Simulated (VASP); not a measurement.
Here is a VASP 6.6.1 calculation.

File INCAR:

```
SYSTEM = InSb
PREC     = Accurate       ! precision mode
ENCUT    = 520            ! plane-wave cutoff, eV
EDIFF    = 1E-6           ! SCF threshold, eV
ISMEAR   = 0              ! smearing method
SIGMA    = 0.15           ! smearing width, eV
LREAL    = .FALSE.        ! projectors in reciprocal space
LASPH    = .TRUE.         ! aspherical terms in the spheres
NELM     = 80             ! most SCF steps
ALGO     = Normal         ! electronic algorithm
ISIF     = 2              ! what is computed and relaxed
LWAVE    = .FALSE.        ! write WAVECAR
LCHARG   = .TRUE.         ! write CHGCAR
GGA      = PE             ! functional
LELF     = .TRUE.         ! ELF
LVHAR    = .TRUE.       
NBANDS   = 16             ! bands
```

KPOINTS

```
Automatic mesh
0
G
  16 16 16
  0 0 0
```

The input POSCAR:

```
InSb
1.0
   -2.8102500000      2.8102500000      1.5530500000
    2.8102500000     -2.8102500000      1.5530500000
    2.8102500000      2.8102500000     -1.5530500000
In Sb
1 1
Direct
    0.2500000000      0.7500000000      0.5000000000
    0.0000000000      0.0000000000      0.0000000000
```

Potentials or basis: VASP PAW PBE potentials, release 64 (In_d, Sb).

Launch:

```bash
$ cat potpaw_PBE.64/In_d/POTCAR potpaw_PBE.64/Sb/POTCAR > POTCAR
$ mpirun -np 1 vasp_std > vasp.out
```

Question: What does it give for the pressure?

Answer: 9.5 GPa.

Question: What does it give for the band gap on the k mesh?

Answer: Zero (bands 9 and 10 overlap by 4.95 eV).

Stress tensor (GPa, compression positive):
```
10.10  0.00  0.00
 0.00 10.10  0.00
 0.00  0.00  8.43
```

Caveat: the cell stands under pressure; spin-orbit coupling is left out, which moves the levels of the heavy elements.
